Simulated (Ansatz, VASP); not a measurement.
One calculation of TiAl3, two programs

```
CELL_PARAMETERS angstrom
-1.88528 1.88528 4.22281
1.88528 -1.88528 4.22281
1.88528 1.88528 -4.22281
ATOMIC_POSITIONS crystal
Ti 0.00000 0.00000 0.00000
Al 0.25000 0.75000 0.50000
Al 0.75000 0.25000 0.50000
Al 0.50000 0.50000 0.00000
```

Alike in both runs: task single point; functional PBE; k mesh 10 × 10 × 10; occupations fermi-dirac, width 0.05 eV; no spin polarisation.

|  | VASP | Ansatz |
| --- | --- | --- |
| version | VASP 6.6.1 | Ansatz 0.2.0 |
| potentials or method | VASP PAW PBE potentials, release 64 (Ti_sv, Al) | Ansatz PAW |
| plane-wave cutoff (eV) | 520 | 420 |
| valence electrons in the cell | 21 | 21 |

|  | VASP | Ansatz | Ansatz less VASP |
| --- | --- | --- | --- |
| gap on the k mesh at the Fermi level (eV) | none | none | - |
| pressure (GPa) | 7.1 | 7.2 | +0.11 |
| traceless stress, the component that is largest in VASP (GPa) | -0.25 | -0.24 | +0.008 |

A gap of «none» marks a metal or a gap that the smearing closes.
